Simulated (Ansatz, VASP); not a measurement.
**YTl in VASP and in Ansatz**

Contents of INCAR:

```
PREC     = Accurate       # precision mode
ENCUT    = 520            # plane-wave cutoff, eV
EDIFF    = 1E-8           # SCF threshold, eV
ISMEAR   = -1             # smearing method
SIGMA    = 0.08           # smearing width, eV
LREAL    = False          # projectors in reciprocal space
LASPH    = True           # aspherical terms in the spheres
NELM     = 80             # most SCF steps
ALGO     = Normal         # electronic algorithm
ISIF     = 2              # what is computed and relaxed
LWAVE    = False          # write WAVECAR
LCHARG   = False          # write CHGCAR
LEFG     = True         
NBANDS   = 19             # bands
```

Contents of KPOINTS:

```
regular mesh
0
Gamma
  11 11 11
```

The input POSCAR:

```
YTl
1.0
    3.8003609237      0.0000000000      0.0000000000
    0.0000000000      3.8003609237      0.0000000000
    0.0000000000      0.0000000000      3.8003609237
Y Tl
1 1
Direct
    0.5000000000      0.5000000000      0.5000000000
    0.0000000000      0.0000000000      0.0000000000
```

Input for Ansatz:

```yaml
crystal:
  lattice:
    - [3.8003609237, 0.0, 0.0]
    - [0.0, 3.8003609237, 0.0]
    - [0.0, 0.0, 3.8003609237]
  atoms:
    - { symbol: "Y", position: [0.5, 0.5, 0.5] }
    - { symbol: Tl, position: [0.0, 0.0, 0.0] }
kpoints:
  mp_grid: { grid: [11, 11, 11] }
scf:
  occupations: { method: fermi_dirac, width: 0.08 }
hamiltonian:
  xc: lda
  pseudopotentials: { kind: paw }
output:
  forces: true
  stress: true
  eigenvalues: true
  efg: { contact_densities: true }
```

Change from the starting cell: volume scaled by 1.04, PAW files.

Alike in both runs: task electric field gradients; functional LDA; k mesh 11 × 11 × 11; occupations fermi-dirac, width 0.08 eV; no spin polarisation.

```csv
,VASP,Ansatz
version,VASP 6.6.1,Ansatz 0.2.0
potentials or method,"VASP PAW LDA potentials, release 64 (Y_sv, Tl_d)","PAW with Ansatz's default frozen-core files, scalar-relativistic"
plane-wave cutoff (eV),520,420
valence electrons in the cell,24,24
```

```tsv
	VASP	Ansatz	Ansatz less VASP
pressure (GPa)	-4.9	-5.0	-0.05
```

LDA's correlation is that of Perdew and Zunger in VASP and of Perdew and Wang (1992) in Ansatz.

Spin-orbit coupling is off throughout.
